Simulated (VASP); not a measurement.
# Re (Im-3m) in VASP: further runs, part 2 of 2

VASP 6.6.1.

### 3 Single point, LDA (11.00 Å³/atom)

INCAR

```
SYSTEM = Re
ALGO = Normal ; EDIFF = 1E-7
ENCUT = 520 ; GGA = CA
ISIF = 2 ; ISMEAR = -1
LASPH = .TRUE. ; LCHARG = .FALSE.
LREAL = .FALSE. ; LWAVE = .FALSE.
NBANDS = 10 ; NELM = 100
PREC = Accurate ; SIGMA = 0.1
```

KPOINTS

```
k-points
0
G
  19 19 19
  0 0 0
```

POSCAR

```
Re
1.0
   -1.4010520474      1.4010520474      1.4010520474
    1.4010520474     -1.4010520474      1.4010520474
    1.4010520474      1.4010520474     -1.4010520474
Re
1
Direct
    0.0000000000      0.0000000000      0.0000000000
```

Potentials or basis: VASP PAW LDA potentials, release 64 (Re).

On the command line:

```console
$ cat potpaw_LDA.64/Re/POTCAR > POTCAR
$ mpirun -np 1 vasp_std > vasp.out
```

OUTCAR:

```text
SYSTEM = Re
   EDIFF = 1E-7
   ENCUT = 520
   GGA = CA
   ISIF = 2
   ISMEAR = -1
   LASPH = .TRUE.
   LREAL = .FALSE.
   NELM = 100
   PREC = Accurate

 ion  position               nearest neighbor table
   1  0.000  0.000  0.000-

  LATTYP: Found a body centered cubic cell.
 ALAT       =     2.8021040948

  Lattice vectors:

 A1 = (  -1.4010520474,   1.4010520474,   1.4010520474)
 A2 = (   1.4010520474,  -1.4010520474,   1.4010520474)
 A3 = (   1.4010520474,   1.4010520474,  -1.4010520474)

Analysis of symmetry for initial positions (statically):
=====================================================================
 Subroutine PRICEL returns:
 Original cell was already a primitive cell.

 Routine SETGRP: Setting up the symmetry group for a
 body centered cubic supercell.

 Subroutine GETGRP returns: Found 48 space group operations
 (whereof 48 operations were pure point group operations)
 out of a pool of 48 trial point group operations.

The static configuration has the point symmetry O_h .

[... 162 lines left out ...]
 fundamental gap:      0.0309333752
 Fermi energy:        13.1741811846

 k-point     1 :       0.0000    0.0000    0.0000
  band No.  band energies     occupation
      1       0.3032      2.00000
      2       9.2048      2.00000
      3       9.2048      2.00000
      4       9.2048      2.00000
      5      14.1218      0.00015
      6      14.1218      0.00015
      7      29.1489      0.00000
      8      29.1489      0.00000
      9      29.1489      0.00000
     10      46.4585      0.00000
[... 287 lines left out ...]
 k-point    24 :       0.3158    0.1053    0.0000
  band No.  band energies     occupation
      1       3.7455      2.00000
      2       6.4073      2.00000
      3      10.3580      2.00000
      4      13.8320      0.00278
      5      15.5704      0.00000
      6      18.5898      0.00000
      7      27.9925      0.00000
      8      30.8416      0.00000
      9      37.3264      0.00000
     10      39.3192      0.00000

 [... further k-points ...]

------------------------ aborting loop because EDIFF is reached ----------------------------------------

  FORCE on cell =-STRESS in cart. coord.  units (eV):
  Direction    XX          YY          ZZ          XY          YZ          ZX
  --------------------------------------------------------------------------------------
  -------------------------------------------------------------------------------------
  Total       14.0773642     14.0773642     14.0773642      0.0000000      0.0000000      0.0000000
  in kB     2050.2609028   2050.2609028   2050.2609028      0.0000000      0.0000000      0.0000000
  external PRESSURE =    2050.2609028 kB  Pullay stress =       0.0000000 kB

 VOLUME and BASIS-vectors are now :
 -----------------------------------------------------------------------------
  energy-cutoff  :      520.00
  volume of cell :       11.00
      direct lattice vectors                 reciprocal lattice vectors
    -1.401052047  1.401052047  1.401052047     0.000000000  0.356874679  0.356874679
     1.401052047 -1.401052047  1.401052047     0.356874679  0.000000000  0.356874679
     1.401052047  1.401052047 -1.401052047     0.356874679  0.356874679  0.000000000

 POSITION                                       TOTAL-FORCE (eV/Angst)
 -----------------------------------------------------------------------------------
      0.00000      0.00000      0.00000         0.000000      0.000000     -0.000000
 -----------------------------------------------------------------------------------
    total drift:                               -0.000000      0.000000     -0.000000

  FREE ENERGIE OF THE ION-ELECTRON SYSTEM (eV)
  ---------------------------------------------------
  free  energy   TOTEN  =       -11.6729095998 eV

  energy  without entropy=      -11.6453881117  energy(sigma->0) =      -11.65914886
```

OSZICAR:

```text
N       E                     dE             d eps       ncg     rms          rms(c)
DAV:   1     0.186836507255E+02    0.18684E+02   -0.35726E+03  5648   0.684E+02
DAV:   2    -0.111378329740E+02   -0.29821E+02   -0.25938E+02  5756   0.162E+02
DAV:   3    -0.123202410180E+02   -0.11824E+01   -0.11471E+01  7044   0.490E+01
DAV:   4    -0.123230683710E+02   -0.28274E-02   -0.28259E-02  6836   0.137E+00
DAV:   5    -0.123230707383E+02   -0.23674E-05   -0.23664E-05  6026   0.290E-02    0.509E+01
DAV:   6    -0.118864770725E+02    0.43659E+00   -0.12041E-01  7002   0.418E+00    0.282E+01
DAV:   7    -0.116738219406E+02    0.21266E+00   -0.18529E-01  6992   0.464E+00    0.671E-01
DAV:   8    -0.116729152604E+02    0.90668E-03   -0.10190E-03  6652   0.287E-01    0.105E-01
DAV:   9    -0.116729254255E+02   -0.10165E-04   -0.40794E-04  6546   0.208E-01    0.278E-02
DAV:  10    -0.116729095219E+02    0.15904E-04   -0.88320E-06  5282   0.504E-02    0.360E-03
DAV:  11    -0.116729096232E+02   -0.10129E-06   -0.16343E-07  5800   0.308E-03    0.126E-03
DAV:  12    -0.116729095998E+02    0.23395E-07   -0.14074E-08  3258   0.717E-04
   1 F= -.11672910E+02 E0= -.11659149E+02  d E =-.275215E-01
```

stdout:

```text
POSCAR found type information on POSCAR Re
 POSCAR found :  1 types and       1 ions
 scaLAPACK will be used
 LDA part: xc-table for (Slater(with rela. corr.)+CA(PZ))
 , standard interpolation
 POSCAR, INCAR and KPOINTS ok, starting setup
 FFT: planning ... GRIDC
 FFT: planning ... GRID_SOFT
 FFT: planning ... GRID
 WAVECAR not read
 entering main loop
```

It took 39 s on 1 thread of Intel Xeon 8259CL, shared host; peak memory 0.14 GiB.

What came out:

```yaml
Free_energy: -11.6729 eV
Pressure: 205.0 GPa
Band_gap_on_the_k_mesh: zero (an odd number of electrons rules out a gap without spin polarisation)
```

Caveat: the cell stands under pressure; spin-orbit coupling is left out, which moves the levels of the heavy elements.

### 4 Single point, LDA (12.16 Å³/atom)

This run uses another cell than the first one, of 12.16 Å³/atom.

INCAR

```
ALGO     = Normal         # electronic algorithm
EDIFF    = 1E-6           # SCF threshold, eV
ENCUT    = 520            # plane-wave cutoff, eV
GGA      = CA             # functional
ISIF     = 2              # what is computed and relaxed
ISMEAR   = -1             # smearing method
LASPH    = True           # aspherical terms in the spheres
LCHARG   = False          # write CHGCAR
LREAL    = False          # projectors in reciprocal space
LWAVE    = False          # write WAVECAR
NBANDS   = 10             # bands
NELM     = 100            # most SCF steps
PREC     = Accurate       # precision mode
SIGMA    = 0.1            # smearing width, eV
```

KPOINTS

```
k-points
0
Gamma
  19 19 19
```

POSCAR

```
Re
1.0
   -1.4485811638      1.4485811638      1.4485811638
    1.4485811638     -1.4485811638      1.4485811638
    1.4485811638      1.4485811638     -1.4485811638
Re
1
Direct
    0.0000000000      0.0000000000      0.0000000000
```

On the command line:

```console
$ cat potpaw_LDA.64/Re/POTCAR > POTCAR
$ mpirun -np 1 vasp_std > vasp.out
```

It took 44 s on 1 thread of Intel Xeon 8259CL, shared host; peak memory 0.14 GiB.

It converged, with:

```yaml
Free_energy: -12.7709 eV
Pressure: 106.0 GPa
Band_gap_on_the_k_mesh: zero (an odd number of electrons rules out a gap without spin polarisation)
```

Levels at points of the mesh, in eV from the Fermi level:
```csv
k point,band 1,band 2,band 3,band 4,band 5,band 6,band 7,band 8
"(0.00, 0.00, 0.00)",-12.14,-3.47,-3.47,-3.47,0.90,0.90,15.90,15.90
```

Caveat: the cell stands under pressure; spin-orbit coupling is left out, which moves the levels of the heavy elements.

### 5 Single point, LDA (12.16 Å³/atom)

This run uses another cell than the first one, of 12.16 Å³/atom.

INCAR

```
SYSTEM = Re
PREC     = Accurate       ! precision mode
ENCUT    = 520            ! plane-wave cutoff, eV
EDIFF    = 1E-6           ! SCF threshold, eV
ISMEAR   = -1             ! smearing method
SIGMA    = 0.1            ! smearing width, eV
LREAL    = .False.        ! projectors in reciprocal space
LASPH    = .True.         ! aspherical terms in the spheres
NELM     = 100            ! most SCF steps
ALGO     = Normal         ! electronic algorithm
ISIF     = 2              ! what is computed and relaxed
LWAVE    = .False.        ! write WAVECAR
LCHARG   = .True.         ! write CHGCAR
GGA      = CA             ! functional
LELF     = .True.         ! ELF
LVHAR    = .True.       
NBANDS   = 10             ! bands
```

KPOINTS

```
regular mesh
0
Gamma
  19 19 19
  0 0 0
```

POSCAR is that of step 4.

On the command line:

```console
$ cat potpaw_LDA.64/Re/POTCAR > POTCAR
$ mpirun -np 1 vasp_std > vasp.out
```

It took 44 s on 1 thread of Intel Xeon 8259CL, shared host; peak memory 0.14 GiB.

It converged, with:

```
Free energy            : -12.7709 eV
Pressure               : 106.0 GPa
Band gap on the k mesh : zero (an odd number of electrons rules out a gap without spin polarisation)
```

Levels at points of the mesh, in eV from the Fermi level:
```tsv
k point	band 1	band 2	band 3	band 4	band 5	band 6	band 7
(0.00, 0.00, 0.00)	-12.14	-3.47	-3.47	-3.47	0.90	0.90	15.90
```

Caveat: the cell stands under pressure; spin-orbit coupling is left out, which moves the levels of the heavy elements.
